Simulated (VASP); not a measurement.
## C: single point with LDA

The system is C.

```
C
1.0
     0.00000    1.91365    1.73487
     1.64879    0.00000    1.73487
     1.64879    1.91365    0.00000
C
2
Direct
  0.50000 0.50000 0.50000
  0.75000 0.75000 0.75000
```

This cell differs from its parent crystal: strain +e along x and -e along y -0.0750, strain +e along z and -e/2 along x and y -0.0175.

| Quantity | Value |
| --- | --- |
| Program | VASP 6.6.1 |
| Task | single point |
| Functional | LDA |
| Potentials or basis | VASP PAW LDA potentials, release 64 (C) |
| Cutoff | 520 eV |
| k mesh | 12 × 12 × 12 |
| Occupations | gaussian, width 0.05 eV |
| Spin | no spin polarisation |
| Dipole correction | no |
| Further INCAR settings | ALGO = Normal; EDIFF = 1e-06; NBANDS = 11 |

```json
{
  "Pressure": "4.8 GPa",
  "Band gap on the k mesh": "1.70 eV, indirect (least direct gap 3.98 eV)"
}
```

Stress tensor (GPa, compression positive):
```
 66.58   0.00   0.00
  0.00 -82.54   0.00
  0.00   0.00  30.32
```

Levels at points of the mesh, in eV from the valence-band top:
```csv
k point,band 1,band 2,band 3,band 4,band 5,band 6,band 7,band 8
"(0.00, 0.00, 0.00)",-22.81,-2.44,-0.58,0.00,3.98,4.61,5.81,12.96
"(0.50, 0.00, 0.00)",-16.68,-14.72,-5.11,-2.60,5.20,7.85,10.42,14.87
"(0.50, 0.50, 0.00)",-13.57,-13.57,-7.59,-7.59,3.56,3.56,15.15,15.15
"(0.50, 0.00, 0.50)",-15.13,-15.13,-6.14,-6.14,5.84,5.84,15.45,15.45
"(0.00, 0.50, 0.50)",-12.72,-12.72,-8.40,-8.40,2.29,2.29,15.88,15.88
```

Wall time 32 s on 1 thread of Intel Xeon 8259CL, with other jobs on the host, peak memory 0.13 GiB.

Caveat: the cell differs from its parent crystal (strain +e along x and -e along y -0.0750, strain +e along z and -e/2 along x and y -0.0175). A k mesh can miss the band edges.
